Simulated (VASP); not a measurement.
PbF2, 3 atoms in the cell. The typed cell holds 3 atoms: a = 4.244 Å, b = 4.244 Å, c = 4.244 Å, α = 59.97°, β = 59.97°, γ = 59.97°. 

- Program: VASP 6.6.1
- Task: single point
- Functional: PBE
- Potentials or basis: VASP PAW PBE potentials, release 64 (Pb_d, F)
- Cutoff: 520 eV
- k mesh: 12 × 12 × 12
- Occupations: gaussian, width 0.05 eV
- Spin: no spin polarisation
- Dipole correction: no
- Further INCAR settings: ALGO = Normal; EDIFF = 1e-06; NBANDS = 21

Potentials or basis: VASP PAW PBE potentials, release 64 (Pb_d, F).

Run with:

```bash
$ cat potpaw_PBE.64/Pb_d/POTCAR potpaw_PBE.64/F/POTCAR > POTCAR
$ mpirun -np 1 vasp_std > vasp.out
```

Hardware: 1 thread of Oxide Virtual Turin-like Processor, on a shared host.

Task: How long does it take, and how much memory?

Result: Wall time 91 s on 1 thread of Oxide Virtual Turin-like Processor (shared host), peak memory 0.28 GiB. Counts: scf iterations 14, k points 189.
